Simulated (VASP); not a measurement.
# Ti: single point with PBE

Crystal: Ti.

```
CELL_PARAMETERS angstrom
2.95000 0.00000 0.02581
-1.47500 2.55477 -0.01291
0.04100 0.00000 4.68600
ATOMIC_POSITIONS crystal
Ti 0.33333 0.66667 0.25000
Ti 0.66667 0.33333 0.75000
```

This cell differs from its parent crystal: strain +0.0175 x Voigt [0, 0, 0, 0, 1, 0].

| Item | Value |
| --- | --- |
| Program | VASP 6.6.1 |
| Task | single point |
| Functional | PBE |
| Potentials or basis | VASP PAW PBE potentials, release 64 (Ti_sv) |
| Cutoff | 520 eV |
| k mesh | 18 × 18 × 10 |
| Occupations | gaussian, width 0.15 eV |
| Spin | no spin polarisation |
| Dipole correction | no |
| Further INCAR settings | ALGO = Fast; EDIFF = 1e-06; NBANDS = 19 |

| Property | Result |
| --- | --- |
| Pressure | -2.1 GPa |
| Band gap on the k mesh | zero (bands 12 and 13 overlap by 1.10 eV) |

Stress tensor (GPa, compression positive):
```
-1.96  0.00 -0.73
 0.00 -1.99  0.00
-0.73  0.00 -2.43
```

Levels at points of the mesh, in eV from the Fermi level:
```
           k point  band 10  band 11  band 12  band 13  band 14  band 15
(0.00, 0.00, 0.00)    -2.65     0.70     0.77     0.77     0.85     1.25
(0.50, 0.00, 0.00)    -2.11    -1.80    -0.63     0.49     0.60     1.16
(0.00, 0.50, 0.00)    -2.10    -1.80    -0.63     0.48     0.61     1.16
(0.00, 0.00, 0.50)    -4.34     0.07     0.07     0.68     0.68     0.69
(0.50, 0.00, 0.50)    -2.49    -0.82    -0.77     1.21     1.37     1.69
(0.00, 0.50, 0.50)    -2.50    -0.80    -0.80     1.29     1.29     1.71
```

Wall time 54 min on 1 thread of Oxide Virtual Turin-like Processor (shared host), peak memory 0.51 GiB.

Caveat: the cell differs from its parent crystal (strain +0.0175 x Voigt [0, 0, 0, 0, 1, 0]).
